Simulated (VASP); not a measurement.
Input of a VASP 6.6.1 run:

File INCAR:

```
SYSTEM = HgTe
ALGO = Normal ; EDIFF = 1E-7
ENCUT = 520 ; GGA = PE
ISIF = 2 ; ISMEAR = 0
LASPH = .True. ; LCHARG = .True.
LELF = .True. ; LREAL = .False.
LVHAR = .True. ; LWAVE = .False.
NBANDS = 16 ; NELM = 80
PREC = Accurate ; SIGMA = 0.024
```

The input KPOINTS:

```
k-points
0
Gamma
  7 7 7
  0 0 0
```

POSCAR

```
HgTe
1.0
    0.0000000000      3.2145000000      3.2145000000
    3.2145000000      0.0000000000      3.2145000000
    3.2145000000      3.2145000000      0.0000000000
Hg Te
1 1
Direct
    0.0000000000      0.0000000000      0.0000000000
    0.7500000000      0.7500000000      0.7500000000
```

Potentials or basis: VASP PAW PBE potentials, release 64 (Hg, Te).

The run is started by

```bash
$ cat potpaw_PBE.64/Hg/POTCAR potpaw_PBE.64/Te/POTCAR > POTCAR
$ mpirun -np 1 vasp_std > vasp.out
```

Q: Predict the pressure.

A: 4.6 GPa.

Q: Predict the band gap on the k mesh.

A: Zero (filled and empty bands touch).

Caveat: spin-orbit coupling is left out, which moves the levels of the heavy elements.
